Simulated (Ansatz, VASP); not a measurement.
# Two plane-wave programs on Ni

File INCAR:

```
SYSTEM = Ni
PREC     = Accurate       ! precision mode
ENCUT    = 600            ! plane-wave cutoff, eV
EDIFF    = 1E-6           ! SCF threshold, eV
ISMEAR   = 1              ! smearing method
SIGMA    = 1.0            ! smearing width, eV
LREAL    = .False.        ! projectors in reciprocal space
LASPH    = .True.         ! aspherical terms in the spheres
NELM     = 120            ! most SCF steps
ALGO     = Normal         ! electronic algorithm
ISIF     = 2              ! what is computed and relaxed
LWAVE    = .False.        ! write WAVECAR
LCHARG   = .False.        ! write CHGCAR
GGA      = CA             ! functional
NBANDS   = 11             ! bands
GGA_COMPAT= .False.
```

KPOINTS

```
regular mesh
0
Gamma
  16 16 16
  0 0 0
```

File POSCAR:

```
Ni
1.0
    0.0000000000      1.7104399105      1.7104399105
    1.7104399105      0.0000000000      1.7104399105
    1.7104399105      1.7104399105      0.0000000000
Ni
1
Direct
    0.0000000000      0.0000000000      0.0000000000
```

Input for Ansatz:

```yaml
crystal:
  lattice:
    - [0.0, 1.7104399105, 1.7104399105]
    - [1.7104399105, 0.0, 1.7104399105]
    - [1.7104399105, 1.7104399105, 0.0]
  atoms:
    - { symbol: Ni, position: [0.0, 0.0, 0.0] }
hamiltonian:
  xc: lda
  pseudopotentials:
    kind: paw
    azcp:
      Ni: "pseudopotentials/Ni.paw.azcp"
basis:
  ecutwfc: 420
  fft_grid_basis: typed
kpoints:
  mp_grid: { grid: [16, 16, 16], shift: [0, 0, 0] }
magnetization:
  spin_polarized: false
scf:
  occupations: { method: cold, width: 1.0 }
  lower_state_search: "off"
output:
  stress: true
```

Alike in both runs: task single point; functional LDA; k mesh 16 × 16 × 16; no spin polarisation.

|  | VASP | Ansatz |
| --- | --- | --- |
| version | VASP 6.6.1 | Ansatz 0.2.0 |
| potentials or method | VASP PAW LDA potentials, release 64 (Ni), cutoff 600 eV | plane waves (420 eV) with PAW, scalar-relativistic |
| occupations | methfessel-paxton of order 1, width 1 eV | cold, width 1 eV |
| valence electrons in the cell | 10 | 18 |

|  | VASP | Ansatz | Ansatz less VASP |
| --- | --- | --- | --- |
| pressure (GPa) | -0.8 | -3.9 | -3.11 |

Ansatz warns that its potentials were made for another functional, while VASP's fit it. LDA's correlation is that of Perdew and Zunger in VASP and of Perdew and Wang (1992) in Ansatz. VASP's potentials hold 10 valence electrons a cell and Ansatz's 18, so a difference there can come from the potentials and not from the codes.
